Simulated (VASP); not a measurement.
Write the native input for VASP 6.6.1 that does the following.

```yaml
Task: electric field gradients
Functional: PBE
Potentials_or_basis: VASP PAW PBE potentials, release 64 (Sn_d, O)
Cutoff: 520 eV
k_mesh: 4 × 4 × 6
Occupations: fermi-dirac, width 0.03 eV
Spin: no spin polarisation
Dipole_correction: no
Further_INCAR_settings: ALGO = Normal; EDIFF = 1e-08; NBANDS = 35
```

The structure of SnO2 lies in POSCAR:

```
SnO2
1.0
    4.7847235000      0.0000000000      0.0000000000
    0.0000000000      4.7847235000      0.0000000000
    0.0000000000      0.0000000000      3.1864000000
Sn O
2 4
Direct
    0.0000000000      0.0000000000      0.0000000000
    0.5000000000      0.5000000000      0.5000000000
    0.3056200000      0.3056200000      0.0000000000
    0.1943800000      0.8056200000      0.5000000000
    0.6943800000      0.6943800000      0.0000000000
    0.8056200000      0.1943800000      0.5000000000
```

This cell differs from its parent crystal: equal xx and yy strain of +1 %.

The input as run:

INCAR

```
SYSTEM = SnO2
PREC = Accurate ; ENCUT = 520
EDIFF = 1E-8 ; ISMEAR = -1
SIGMA = 0.03 ; LREAL = .FALSE.
LASPH = .TRUE. ; NELM = 100
ALGO = Normal ; ISIF = 2
LWAVE = .FALSE. ; LCHARG = .FALSE.
GGA = PE ; LEFG = .TRUE.
NBANDS = 35
```

KPOINTS

```
Automatic mesh
0
G
  4 4 6
  0 0 0
```

Potentials or basis: VASP PAW PBE potentials, release 64 (Sn_d, O).

Launch:

```sh
$ cat potpaw_PBE.64/Sn_d/POTCAR potpaw_PBE.64/O/POTCAR > POTCAR
$ mpirun -np 1 vasp_std > vasp.out
```

It gave:

```
Pressure               : 7.4 GPa
Largest force          : 0.023 eV/Å
Band gap on the k mesh : 1.05 eV, direct
```

Caveat: the cell differs from its parent crystal (equal xx and yy strain of +1 %); without QUAD_EFG the Cq values of the log hold for a quadrupole moment of 1 mb, not for the nuclei; spin-orbit coupling is left out, which moves the levels of the heavy elements.

It took 25 s on 1 thread of Intel(R) Xeon(R) 6975P-C (Granite Rapids), on a shared host, peak memory 0.19 GiB.
